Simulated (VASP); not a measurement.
# Ta12H in VASP: single point with PBE

Aim: the single point of Ta12H with PBE.

Everything below comes from runs of VASP 6.6.1. Logs are shortened: lines on timing, memory, paths and dates and some standing lists are left out, and cuts for length are marked.

## Step 1: The cell of the first run

The cell holds a slab with vacuum, 13 atoms: a = 5.749 Å, b = 5.749 Å, c = 20.027 Å, α = 90.00°, β = 90.00°, γ = 109.47°.

## Step 2: Single point, PBE

INCAR reads:

```
SYSTEM = Ta12H
PREC = Accurate
ENCUT = 520
EDIFF = 1E-6
ISMEAR = 0
SIGMA = 0.1
LREAL = .False.
LASPH = .True.
NELM = 80
ALGO = Normal
ISIF = 2
LWAVE = .False.
LCHARG = .False.
LDIPOL = .True.
IDIPOL = 3
DIPOL = 0.5 0.5 0.326
GGA = PE
NBANDS = 78
```

KPOINTS reads:

```
regular mesh
0
Gamma
  5 5 1
  0 0 0
```

POSCAR reads:

```
Ta12H
1.0
    5.7486197044      0.0000000000      0.0000000000
   -1.9162065681      5.4198506339      0.0000000000
    0.0000000000      0.0000000000     20.0266897310
Ta H
12 1
Direct
    0.2500000000      0.2500000000      0.1997334584
    0.2500000000      0.7500000000      0.1997334584
    0.7500000000      0.2500000000      0.1997334584
    0.7500000000      0.7500000000      0.1997334584
    0.0000000000      0.0000000000      0.3127671385
    0.0000000000      0.5000000000      0.3127671385
    0.5000000000      0.0000000000      0.3127671385
    0.5000000000      0.5000000000      0.3127671385
    0.2500000000      0.2500000000      0.4257663071
    0.2500000000      0.7500000000      0.4257663071
    0.7500000000      0.2500000000      0.4257663071
    0.7500000000      0.7500000000      0.4257663071
    0.5000000000      0.5000000000      0.4806069824
```

Potentials or basis: VASP PAW PBE potentials, release 64 (Ta_pv, H).

Started as:

```sh
cat potpaw_PBE.64/Ta_pv/POTCAR potpaw_PBE.64/H/POTCAR > POTCAR
mpirun -np 1 vasp_std > vasp.out
```

OUTCAR:

```text
SYSTEM = Ta12H
   PREC = Accurate
   ENCUT = 520
   EDIFF = 1E-6
   ISMEAR = 0
   LREAL = .False.
   LASPH = .True.
   NELM = 80
   ISIF = 2
   GGA = PE

 ion  position               nearest neighbor table
   1  0.250  0.250  0.200-   5 2.81   8 2.81   2 2.87   2 2.87   3 2.87   3 2.87   7 3.26   6 3.26
                             4 3.32   4 3.32
   2  0.250  0.750  0.200-   6 2.81   7 2.81   1 2.87   1 2.87   4 2.87   4 2.87   5 3.26   8 3.26
                             3 3.32   3 3.32
   3  0.750  0.250  0.200-   6 2.81   7 2.81   4 2.87   4 2.87   1 2.87   1 2.87   5 3.26   8 3.26
                             2 3.32   2 3.32
   4  0.750  0.750  0.200-   5 2.81   8 2.81   3 2.87   3 2.87   2 2.87   2 2.87   7 3.26   6 3.26
                             1 3.32   1 3.32
   5  0.000  0.000  0.313-   9 2.81  12 2.81   1 2.81   4 2.81   6 2.87   6 2.87   7 2.87   7 2.87
                            11 3.26  10 3.26   3 3.26   2 3.26   8 3.32   8 3.32
   6  0.000  0.500  0.313-  10 2.81  11 2.81   2 2.81   3 2.81   5 2.87   5 2.87   8 2.87   8 2.87
                             9 3.26  12 3.26   1 3.26   4 3.26   7 3.32   7 3.32
   7  0.500  0.000  0.313-  10 2.81  11 2.81   2 2.81   3 2.81   8 2.87   8 2.87   5 2.87   5 2.87
                             9 3.26  12 3.26   1 3.26   4 3.26   6 3.32   6 3.32
   8  0.500  0.500  0.313-   9 2.81  12 2.81   1 2.81   4 2.81   7 2.87   7 2.87   6 2.87   6 2.87
                            11 3.26  10 3.26   3 3.26   2 3.26   5 3.32   5 3.32
   9  0.250  0.250  0.426-  13 1.99   8 2.81   5 2.81  10 2.87  10 2.87  11 2.87  11 2.87   6 3.26
                             7 3.26  12 3.32  12 3.32
  10  0.250  0.750  0.426-   6 2.81   7 2.81   9 2.87   9 2.87  12 2.87  12 2.87   5 3.26   8 3.26
                            11 3.32  11 3.32
  11  0.750  0.250  0.426-   6 2.81   7 2.81  12 2.87  12 2.87   9 2.87   9 2.87   5 3.26   8 3.26
                            10 3.32  10 3.32
  12  0.750  0.750  0.426-  13 1.99   8 2.81   5 2.81  11 2.87  11 2.87  10 2.87  10 2.87   6 3.26
                             7 3.26   9 3.32   9 3.32
  13  0.500  0.500  0.481-   9 1.99  12 1.99

  LATTYP: Found a base centered orthorhombic cell.
 ALAT       =     6.6379342676
 B/A-ratio  =     1.4142135624
 C/A-ratio  =     3.0170063341

  Lattice vectors:

 A1 = (   5.7486197044,   0.0000000000,   0.0000000000)
 A2 = (  -1.9162065681,   5.4198506339,   0.0000000000)
 A3 = (   0.0000000000,   0.0000000000,  20.0266897310)

Analysis of symmetry for initial positions (statically):
=====================================================================
 Subroutine PRICEL returns:
 Original cell was already a primitive cell.

 Routine SETGRP: Setting up the symmetry group for a
 base centered orthorhombic supercell.

 Subroutine GETGRP returns: Found  4 space group operations
 (whereof  4 operations were pure point group operations)
 out of a pool of  8 trial point group operations.

The static configuration has the point symmetry C_2v.

Analysis of symmetry for dynamics (positions and initial velocities):
[... 148 lines left out ...]
 non-spin polarized calculation
 Gauss-broadening in eV      SIGMA  =   0.10
  energy-cutoff  :      520.00
  volume of cell :      623.96
 maximum number of plane-waves:     16835
 NGX is ok and might be reduce to    48
   NGX = 21   NGY = 21   NGZ = 75

 dipolmoment           0.000000      0.000000      0.016955 electrons x Angstroem

 number of electron     132.9999986 magnetization

 dipolmoment           0.000000      0.000000     -0.025482 electrons x Angstroem

 Free energy of the ion-electron system (eV)
  ---------------------------------------------------
  ext. energy  EPLUGINS =         0.00000000
  ---------------------------------------------------
  free energy    TOTEN  =      -136.80125452 eV

  energy without entropy =     -136.73074188  energy(sigma->0) =     -136.76599820

 E-fermi :  -0.9222     XC(G=0):  -5.4581

 val. band max:       -0.9395147584   @ k =  -0.4000   0.4000   0.0000
 cond. band min:      -0.9113514638   @ k =  -0.4000   0.2000   0.0000
 fundamental gap:      0.0281632946
 Fermi energy:        -0.9222065810

 k-point     1 :       0.0000    0.0000    0.0000
  band No.  band energies     occupation
      1     -35.4751      2.00000
      2     -35.4738      2.00000
      3     -35.4655      2.00000
      4     -35.4425      2.00000
      5     -35.3978      2.00000
      6     -35.3839      2.00000
[... 718 lines left out ...]
     77       0.4742      0.00000
     78       0.7303      0.00000

------------------------ aborting loop because EDIFF is reached ----------------------------------------

 vacuum level on the upper side and lower side of the slab       (xc-potential included)        -0.205        -0.088

  FORCE on cell =-STRESS in cart. coord.  units (eV):
  Direction    XX          YY          ZZ          XY          YZ          ZX
  --------------------------------------------------------------------------------------
  -------------------------------------------------------------------------------------
  Total      -12.4103023    -11.6879867      1.4917658      1.0215085      0.0000000      0.0000000
  in kB      -31.8663906    -30.0116743      3.8304619      2.6229649      0.0000000      0.0000000
  external PRESSURE =     -19.3492010 kB  Pullay stress =       0.0000000 kB

 VOLUME and BASIS-vectors are now :
 -----------------------------------------------------------------------------
  energy-cutoff  :      520.00
  volume of cell :      623.96
      direct lattice vectors                 reciprocal lattice vectors
     5.748619704  0.000000000  0.000000000     0.173954802  0.061502310  0.000000000
    -1.916206568  5.419850634  0.000000000     0.000000000  0.184506930  0.000000000
     0.000000000  0.000000000 20.026689731     0.000000000  0.000000000  0.049933365

 POSITION                                       TOTAL-FORCE (eV/Angst)
 -----------------------------------------------------------------------------------
      0.95810      1.35496      4.00000        -0.016399     -0.023191     -0.071581
      0.00000      4.06489      4.00000        -0.019184      0.013565     -0.009841
      3.83241      1.35496      4.00000         0.019184     -0.013565     -0.009841
      2.87431      4.06489      4.00000         0.016399      0.023191     -0.071581
      0.00000      0.00000      6.26369        -0.000000      0.000000     -0.426319
     -0.95810      2.70993      6.26369        -0.000000      0.000000      0.021627
      2.87431      0.00000      6.26369        -0.000000      0.000000      0.021627
      1.91621      2.70993      6.26369        -0.000000      0.000000      0.002578
      0.95810      1.35496      8.52669        -0.067779     -0.095854      0.291070
      0.00000      4.06489      8.52669        -0.213235      0.150780     -0.014568
      3.83241      1.35496      8.52669         0.213235     -0.150780     -0.014568
      2.87431      4.06489      8.52669         0.067779      0.095854      0.291070
      1.91621      2.70993      9.62497        -0.000000      0.000000     -0.009673
 -----------------------------------------------------------------------------------
    total drift:                                0.000000      0.000000     -0.000877

  FREE ENERGIE OF THE ION-ELECTRON SYSTEM (eV)
  ---------------------------------------------------
  free  energy   TOTEN  =      -136.8012545165 eV

  energy  without entropy=     -136.7307418757  energy(sigma->0) =     -136.76599820

 vacuum level on the upper side and lower side of the slab         3.629         3.738
```

OSZICAR:

```text
N       E                     dE             d eps       ncg     rms          rms(c)
DAV:   1     0.114514090271E+04    0.11451E+04   -0.73872E+04  1764   0.148E+03
DAV:   2    -0.837026668945E+02   -0.12288E+04   -0.12108E+04  1618   0.393E+02
DAV:   3    -0.144509393581E+03   -0.60807E+02   -0.57726E+02  1762   0.713E+01
[... 20 lines left out ...]
DAV:  24    -0.136801213660E+03   -0.44371E-04   -0.14377E-06  1032   0.367E-03    0.198E-03
DAV:  25    -0.136801242993E+03   -0.29333E-04   -0.10398E-06  1000   0.285E-03    0.535E-04
DAV:  26    -0.136801251271E+03   -0.82777E-05   -0.34609E-07   968   0.119E-03    0.339E-04
DAV:  27    -0.136801253569E+03   -0.22982E-05   -0.12202E-07   880   0.731E-04    0.304E-04
DAV:  28    -0.136801254516E+03   -0.94762E-06   -0.84438E-08   888   0.529E-04
   1 F= -.13680125E+03 E0= -.13676600E+03  d E =-.705126E-01
```

Run time: 25 min. Hardware: 1 thread of Intel Xeon 8259CL, shared host; peak memory 0.84 GiB.

What came out:

| Item | Value |
| --- | --- |
| Free energy | -136.8013 eV |
| Largest force | 0.426 eV/Å |
| Band gap on the k mesh | zero (an odd number of electrons rules out a gap without spin polarisation) |

Forces on the atoms (eV/Å):
```
Ta  -0.016 -0.023 -0.072
Ta  -0.019  0.014 -0.010
Ta   0.019 -0.014 -0.010
Ta   0.016  0.023 -0.072
Ta   0.000  0.000 -0.426
Ta   0.000  0.000  0.022
Ta   0.000  0.000  0.022
Ta   0.000  0.000  0.003
Ta  -0.068 -0.096  0.291
Ta  -0.213  0.151 -0.015
Ta   0.213 -0.151 -0.015
Ta   0.068  0.096  0.291
H    0.000  0.000 -0.010
```

Levels at points of the mesh, in eV from the Fermi level:
| k point | band 63 | band 64 | band 65 | band 66 | band 67 | band 68 | band 69 | band 70 |
| --- | --- | --- | --- | --- | --- | --- | --- | --- |
| (0.00, 0.00, 0.00) | -0.29 | -0.08 | 0.27 | 0.49 | 0.57 | 0.98 | 1.03 | 1.13 |

Caveat: spin-orbit coupling is left out, which moves the levels of the heavy elements.

The gap in the log of VASP goes by the Fermi energy; the results here count the filled bands.